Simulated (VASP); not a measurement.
Runs of VASP 6.6.1 on MoS2. The cell holds a slab with vacuum, 3 atoms: a = 3.184 Å, b = 3.184 Å, c = 17.335 Å, α = 90.00°, β = 90.00°, γ = 120.00°. 

| k mesh | gap on the mesh (eV) | largest force (eV/Å) |
| --- | --- | --- |
| 8 × 8 × 2 | 1.87 | (a) |
| 3 × 3 × 1 | 1.72 | 0.13 |
| 4 × 4 × 1 | 2.25 | (b) |
| 6 × 6 × 1 | 1.68 | 0.03 |

Alike in all rows: task single point; level r2SCAN; potentials or basis VASP PAW PBE potentials, release 64 (Mo_sv, S); no spin polarisation; cell as given; cutoff (eV) 520; smearing fermi-dirac 0.1 eV.

Fill in the values left out.

(a) 0.02; (b) 0.01.

Caveats: some runs use coarse meshes; the PAW data sets were made with another functional, which shifts forces and pressure a little.

A k mesh can miss the band edges, and the runs leave out spin-orbit coupling on Mo.
